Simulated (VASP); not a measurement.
Write the native input for VASP 6.6.1 that does the following.

```yaml
Task: single point
Functional: PBEsol
Potentials_or_basis: VASP PAW PBE potentials, release 64 (Fe, O)
Cutoff: 520 eV
k_mesh: 10 × 10 × 5
Occupations: fermi-dirac, width 0.05 eV
Spin: collinear spin, ferromagnetic start
Starting_moments: "[3.0, 3.0, 0.0, 0.0] μB"
Dipole_correction: no
Further_INCAR_settings: ALGO = Normal; EDIFF = 1e-06; NBANDS = 26
```

The structure of FeO lies in POSCAR:

```
FeO
1.0
    2.6823620000     -1.5244300000      0.0000000000
    2.6823620000      1.5244300000      0.0000000000
   -0.2343110000      0.0000000000      5.2694490000
Fe O
2 2
Direct
    0.0000000000      0.0000000000      0.5000000000
    0.0000000000      0.0000000000      0.0000000000
    0.3354670000      0.3354670000      0.7442990000
    0.6645330000      0.6645330000      0.2557010000
```

The input as run:

INCAR

```
PREC = Accurate ; ENCUT = 520
EDIFF = 1E-6 ; ISMEAR = -1
SIGMA = 0.05 ; LREAL = F
LASPH = T ; NELM = 150
ALGO = Normal ; ISIF = 2
LWAVE = F ; LCHARG = T
ISPIN = 2 ; MAGMOM = 3 3 0 0
LORBIT = 11 ; LMAXMIX = 4
GGA = PS ; LELF = T
LVHAR = T ; NBANDS = 26
```

KPOINTS

```
regular mesh
0
Gamma
  10 10 5
```

Potentials or basis: VASP PAW PBE potentials, release 64 (Fe, O).

Run with:

```sh
$ cat potpaw_PBE.64/Fe/POTCAR potpaw_PBE.64/O/POTCAR > POTCAR
$ mpirun -np 1 vasp_std > vasp.out
```

It gave:

* Pressure: -17.1 GPa
* Largest force: 0.179 eV/Å
* Band gap on the k mesh: zero (filled and empty bands overlap)
* Net moment: 8.00 μB per cell
* Site moments: Fe +3.60, +3.56; O +0.32 μB
* Valence electrons inside the program's atomic spheres: Fe 6.71, 6.68; O 4.92

Caveat: the PAW data sets were made with another functional, which shifts forces and pressure a little; semilocal functionals often make such compounds metallic where correlation or magnetic order opens a gap, which also shifts bond lengths; only a ferromagnetic start was run, and an antiferromagnetic order may lie lower in energy.

It took 3.9 min on 1 thread of AMD EPYC 9R14 (Zen 4), on a shared host, peak memory 0.31 GiB.
